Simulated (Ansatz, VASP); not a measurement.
Co in VASP and in Ansatz

INCAR

```
PREC = Accurate
ENCUT = 520
EDIFF = 1E-6
ISMEAR = 0
SIGMA = 0.15
LREAL = F
LASPH = T
NELM = 150
ALGO = Normal
ISIF = 2
LWAVE = F
LCHARG = F
ISPIN = 2
MAGMOM = 1.95 1.95
LORBIT = 11
LMAXMIX = 4
GGA = PE
NBANDS = 20
```

KPOINTS

```
Automatic mesh
0
Gamma
  24 24 14
```

POSCAR

```
Co
1.0
    2.5899956914      0.0000000000      0.0000000000
   -1.2949978457      2.2430020645      0.0000000000
    0.0000000000      0.0000000000      3.8697956408
Co
2
Direct
    0.3333333333      0.6666666667      0.2500000000
    0.6666666667      0.3333333333      0.7500000000
```

Input for Ansatz:

```yaml
crystal:
  lattice:
    - [2.5899956914, 0.0, 0.0]
    - [-1.2949978457, 2.2430020645, 0.0]
    - [0.0, 0.0, 3.8697956408]
  atoms:
    - { symbol: Co, position: [0.3333333333, 0.6666666667, 0.25], spin: 1.95 }
    - { symbol: Co, position: [0.6666666667, 0.3333333333, 0.75], spin: 1.95 }
basis:
  ecutwfc: 420
kpoints:
  mp_grid: { grid: [24, 24, 14] }
hamiltonian:
  xc: pbe
scf:
  occupations: { method: gaussian, width: 0.15 }
output:
  forces: true
  stress: true
  eigenvalues: true
  populations: true
magnetization:
  spin_polarized: true
```

Alike in both runs: task single point; functional PBE; k mesh 24 × 24 × 14; occupations gaussian, width 0.15 eV; collinear spin.

```csv
,VASP,Ansatz
version,VASP 6.6.1,Ansatz 0.2.0
potentials or method,"VASP PAW PBE potentials, release 64 (Co), cutoff 520 eV","scalar-relativistic, plane waves, PAW"
valence electrons in the cell,18,34
```

|  | VASP | Ansatz | Ansatz less VASP |
| --- | --- | --- | --- |
| gap on the k mesh at the Fermi level (eV) | none | none | - |
| pressure (GPa) | -6.2 | -5.6 | +0.58 |
| traceless stress, the component that is largest in VASP (GPa) | 12.71 | 13.26 | +0.545 |
| net moment per atom (μB) | 1.61 | 1.61 | +0.006 |
| size of the moment on the site where the two differ most (μB) | 1.64 | 1.70 | +0.063 |

Site moments also hang on the region over which each program counts them. A gap of «none» marks a metal or a gap that the smearing closes. VASP's potentials hold 18 valence electrons a cell and Ansatz's 34, so a difference there can come from the potentials and not from the codes.
